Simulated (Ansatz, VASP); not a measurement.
# PbS: VASP beside Ansatz

The input INCAR:

```
SYSTEM = PbS
  PREC = Accurate
  ENCUT = 500
  EDIFF = 1E-6
  ISMEAR = 0
  SIGMA = 0.01
  LREAL = .FALSE.
  LASPH = .TRUE.
  NELM = 120
  ALGO = Normal
  ISIF = 2
  LWAVE = .FALSE.
  LCHARG = .TRUE.
  GGA = PS
  LELF = .TRUE.
  LVHAR = .TRUE.
  NBANDS = 17
  GGA_COMPAT = .FALSE.
```

Contents of KPOINTS:

```
Automatic mesh
0
G
  6 6 6
  0 0 0
```

File POSCAR:

```
PbS
1.0
    0.0000000000      2.9705683225      2.9705683225
    2.9705683225      0.0000000000      2.9705683225
    2.9705683225      2.9705683225      0.0000000000
Pb S
1 1
Direct
    0.0000000000      0.0000000000      0.0000000000
    0.5000000000      0.5000000000      0.5000000000
```

Input for Ansatz:

```yaml
crystal:
  lattice:
    - [0.0, 2.9705683225, 2.9705683225]
    - [2.9705683225, 0.0, 2.9705683225]
    - [2.9705683225, 2.9705683225, 0.0]
  atoms:
    - { symbol: Pb, position: [0.0, 0.0, 0.0] }
    - { symbol: S, position: [0.5, 0.5, 0.5] }
kpoints:
  mp_grid: { grid: [6, 6, 6] }
hamiltonian:
  xc: pbesol
  pseudopotentials: { kind: paw, source: ansatz }
scf:
  occupations: { method: fixed }
  n_extra_bands: 4
output:
  forces: true
  stress: true
  eigenvalues: true
```

Alike in both runs: task single point; functional PBEsol; k mesh 6 × 6 × 6; no spin polarisation.

|  | VASP | Ansatz |
| --- | --- | --- |
| version | VASP 6.6.1 | Ansatz 0.2.0 |
| potentials or method | VASP PAW PBE potentials, release 64 (Pb_d, S) | plane waves |
| plane-wave cutoff (eV) | 500 | 580 |
| occupations | gaussian, width 0.01 eV | fixed |
| valence electrons in the cell | 20 | 28 |

VASP gave:

| Item | Value |
| --- | --- |
| gap on the k mesh at the Fermi level (eV) | 0.27 |
| pressure (GPa) | -1.2 |

Task: What did Ansatz give for the same quantities?

Result: gap on the k mesh at the Fermi level (eV): 0.27; pressure (GPa): -1.1.

VASP's potentials were made for PBE, not for PBEsol. VASP's potentials hold 20 valence electrons a cell and Ansatz's 28, so a difference there can come from the potentials and not from the codes.

Neither program's run includes spin-orbit coupling.
